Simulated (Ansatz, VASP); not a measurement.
This is a calculation of CuO for VASP 6.6.1.

INCAR

```
SYSTEM = CuO
  PREC = Accurate
  ENCUT = 1340
  EDIFF = 1E-6
  ISMEAR = -1
  SIGMA = 0.05
  LREAL = .False.
  LASPH = .True.
  NELM = 120
  ALGO = Normal
  ISIF = 2
  LWAVE = .False.
  LCHARG = .True.
  GGA = PE
  LELF = .True.
  LVHAR = .True.
  NBANDS = 33
  GGA_COMPAT = .False.
```

Contents of KPOINTS:

```
Automatic mesh
0
Gamma
  8 8 6
  0 0 0
```

POSCAR

```
CuO
1.0
    3.1325781376      0.0000000000      0.0000000000
    0.0000000000      3.1325781376      0.0000000000
    0.0000000000      0.0000000000      4.5866926551
Cu O
2 2
Direct
    0.0000000000      0.0000000000      0.0000000000
    0.5000000000      0.5000000000      0.0000000000
    0.5000000000      0.0000000000      0.2670000000
    0.0000000000      0.5000000000      0.7330000000
```

Potentials or basis: VASP PAW PBE potentials, release 64 (Cu_sv_GW, O_h).

Command:

```console
$ cat potpaw_PBE.64/Cu_sv_GW/POTCAR potpaw_PBE.64/O_h/POTCAR > POTCAR
$ mpirun -np 1 vasp_std > vasp.out
```

Question: Translate it to Ansatz 0.2.0. Potentials there: Ansatz PAW.

Answer: As run (the cutoff follows the program's own potentials):

input.yaml

```yaml
crystal:
  lattice:
    - [3.1325781376, 0.0, 0.0]
    - [0.0, 3.1325781376, 0.0]
    - [0.0, 0.0, 4.5866926551]
  atoms:
    - { symbol: Cu, position: [0.0, 0.0, 0.0] }
    - { symbol: Cu, position: [0.5, 0.5, 0.0] }
    - { symbol: O, position: [0.5, 0.0, 0.267] }
    - { symbol: O, position: [0.0, 0.5, 0.733] }
hamiltonian:
  xc: pbe
  pseudopotentials: { kind: paw }
kpoints:
  mp_grid: { grid: [8, 8, 6] }
scf:
  occupations: { method: fermi_dirac, width: 0.05 }
output:
  forces: true
  stress: true
  eigenvalues: true
```

Potentials or basis: Ansatz PAW.

Run with:

```sh
$ ansatz run input.yaml --threads 2 --pin off --max-ram 5120MiB --backend cpu --events-out ev --progress --plain --runs-dir out
```

Both were run:

|  | VASP | Ansatz | Ansatz less VASP |
| --- | --- | --- | --- |
| gap on the k mesh at the Fermi level (eV) | none | none | - |
| pressure (GPa) | 25.1 | 24.9 | -0.17 |
| traceless stress, the component that is largest in VASP (GPa) | -28.70 | -28.64 | +0.057 |
| rms of the force components (eV/Å) | 0.151 | 0.157 | +0.0058 |

Atom by atom the forces differ by 0.006 eV/Å (rms over components). A gap of «none» marks a metal or a gap that the smearing closes.
